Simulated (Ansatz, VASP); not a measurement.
**Pb in VASP and in Ansatz**

Contents of INCAR:

```
PREC = Accurate
ENCUT = 600
EDIFF = 1E-7
ISMEAR = -1
SIGMA = 0.1
LREAL = F
LASPH = T
NELM = 100
ALGO = Normal
ISIF = 3
LWAVE = F
LCHARG = F
GGA = PS
IBRION = 2
NSW = 100
EDIFFG = -0.002
```

Contents of KPOINTS:

```
regular mesh
0
Gamma
  20 20 20
```

The input POSCAR:

```
Pb
1.0
    0.0000000000      2.4750200000      2.4750200000
    2.4750200000      0.0000000000      2.4750200000
    2.4750200000      2.4750200000      0.0000000000
Pb
1
Direct
    0.0000000000      0.0000000000      0.0000000000
```

Input for Ansatz:

```yaml
crystal:
  lattice:
    - [0.0, 2.47502, 2.47502]
    - [2.47502, 0.0, 2.47502]
    - [2.47502, 2.47502, 0.0]
  atoms:
    - { symbol: Pb, position: [0.0, 0.0, 0.0] }
kpoints:
  mp_grid: { grid: [20, 20, 20] }
scf:
  occupations: { method: fermi_dirac, width: 0.1 }
hamiltonian:
  xc: pbesol
  pseudopotentials: { kind: paw }
relax:
  f_tol: 0.002
  max_steps: 80
  cell: {}
output:
  forces: true
  stress: true
```

Alike in both runs: task relaxation of cell and atoms; functional PBEsol; k mesh 20 × 20 × 20; occupations fermi-dirac, width 0.1 eV; no spin polarisation.

```csv
,VASP,Ansatz
version,VASP 6.6.1,Ansatz 0.2.0
potentials or method,"VASP PAW PBE potentials, release 64 (Pb_d)","PAW with Ansatz's default frozen-core files, scalar-relativistic"
plane-wave cutoff (eV),600,420
valence electrons in the cell,14,14
```

VASP gave:

```
relaxed volume (Å³/atom)                                        : 30.04
relaxed length of the cell vector where the two differ most in proportion (Å) : 3.489
```

Problem. What did Ansatz give for the same quantities?

Solution. Relaxed volume (Å³/atom): 30.03; relaxed length of the cell vector where the two differ most in proportion (Å): 3.489.

VASP's potentials were made for PBE, not for PBEsol.

Neither program's run includes spin-orbit coupling.
